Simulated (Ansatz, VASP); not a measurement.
One calculation of NiO2, two programs

INCAR

```
SYSTEM = NiO2
PREC = Accurate
ENCUT = 520
EDIFF = 1E-6
ISMEAR = 0
SIGMA = 0.05
LREAL = .FALSE.
LASPH = .TRUE.
NELM = 100
ALGO = Normal
ISIF = 2
LWAVE = .FALSE.
LCHARG = .FALSE.
NBANDS = 18
```

The input KPOINTS:

```
Automatic mesh
0
G
  12 12 6
  0 0 0
```

The input POSCAR:

```
NiO2
1.0
    2.8475295614      0.0000000000      0.0000000000
   -1.4237647807      2.4660329382      0.0000000000
    0.0000000000      0.0000000000      3.9594898551
Ni O
1 2
Direct
    0.0000000000      0.0000000000      0.5000000000
    0.6666666667      0.3333333333      0.6829609091
    0.3333333333      0.6666666667      0.3170390909
```

Input for Ansatz:

```yaml
crystal:
  lattice:
    - [2.8475295614, 0.0, 0.0]
    - [-1.4237647807, 2.4660329382, 0.0]
    - [0.0, 0.0, 3.9594898551]
  atoms:
    - { symbol: Ni, position: [0.0, 0.0, 0.5] }
    - { symbol: O, position: [0.6666666667, 0.3333333333, 0.6829609091] }
    - { symbol: O, position: [0.3333333333, 0.6666666667, 0.3170390909] }
basis:
  ecutwfc: 520.0
kpoints:
  mp_grid: { grid: [12, 12, 6] }
hamiltonian:
  xc: lda
  pseudopotentials: { kind: paw }
scf:
  occupations: { method: gaussian, width: 0.05 }
output:
  forces: true
  stress: true
  eigenvalues: true
```

Alike in both runs: task single point; functional LDA; k mesh 12 × 12 × 6; occupations gaussian, width 0.05 eV; no spin polarisation.

|  | VASP | Ansatz |
| --- | --- | --- |
| version | VASP 6.6.1 | Ansatz 0.2.0 |
| potentials or method | VASP PAW LDA potentials, release 64 (Ni, O), cutoff 520 eV | scalar-relativistic, plane waves, PAW |
| valence electrons in the cell | 22 | 30 |

|  | VASP | Ansatz | Ansatz less VASP |
| --- | --- | --- | --- |
| gap on the k mesh at the Fermi level (eV) | 0.48 | 0.51 | +0.028 |
| least direct gap on the mesh (eV) | 0.89 | 0.94 | +0.051 |
| pressure (GPa) | 20.3 | 19.0 | -1.32 |
| traceless stress, the component that is largest in VASP (GPa) | 5.20 | 6.49 | +1.290 |
| rms of the force components (eV/Å) | 1.500 | 1.476 | -0.0240 |

LDA's correlation is that of Perdew and Zunger in VASP and of Perdew and Wang (1992) in Ansatz. Atom by atom the forces differ by 0.024 eV/Å (rms over components). VASP's potentials hold 22 valence electrons a cell and Ansatz's 30, so a difference there can come from the potentials and not from the codes.
